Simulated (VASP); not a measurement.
Write the native input for VASP 6.6.1 that does the following.

```yaml
Task: single point
Functional: PBE
Potentials_or_basis: VASP PAW PBE potentials, release 64 (Ti_sv, Sn_d)
Cutoff: 520 eV
k_mesh: 8 × 8 × 8
Occupations: fermi-dirac, width 0.05 eV
Spin: no spin polarisation
Dipole_correction: no
Further_INCAR_settings: ALGO = Normal; EDIFF = 1e-06; NBANDS = 20
```

The structure of TiSn lies in POSCAR:

```
TiSn
1.0
    0.0000000000      2.7109779996      2.7109779996
    2.7109779996      0.0000000000      2.7109779996
    2.7109779996      2.7109779996      0.0000000000
Ti Sn
1 1
Direct
    0.0000000000      0.0000000000      0.0000000000
    0.5000000000      0.5000000000      0.5000000000
```

The input as run:

INCAR

```
PREC = Accurate
ENCUT = 520
EDIFF = 1E-6
ISMEAR = -1
SIGMA = 0.05
LREAL = F
LASPH = T
NELM = 80
ALGO = Normal
ISIF = 2
LWAVE = F
LCHARG = F
GGA = PE
NBANDS = 20
```

KPOINTS

```
regular mesh
0
Gamma
  8 8 8
```

Potentials or basis: VASP PAW PBE potentials, release 64 (Ti_sv, Sn_d).

Run with:

```console
$ cat potpaw_PBE.64/Ti_sv/POTCAR potpaw_PBE.64/Sn_d/POTCAR > POTCAR
$ mpirun -np 1 vasp_std > vasp.out
```

Results of the run:

```json
{
 "Pressure": "10.1 GPa",
 "Band gap on the k mesh": "zero (band 13 reaches 9.62 eV, above the bottom of band 14 at 9.17 eV)"
}
```

Caveat: spin-orbit coupling is left out, which moves the levels of the heavy elements.

Wall time 16 s on 1 thread of AMD EPYC 9R45 96-Core Processor (Zen 5), with other jobs on the host, peak memory 0.15 GiB.
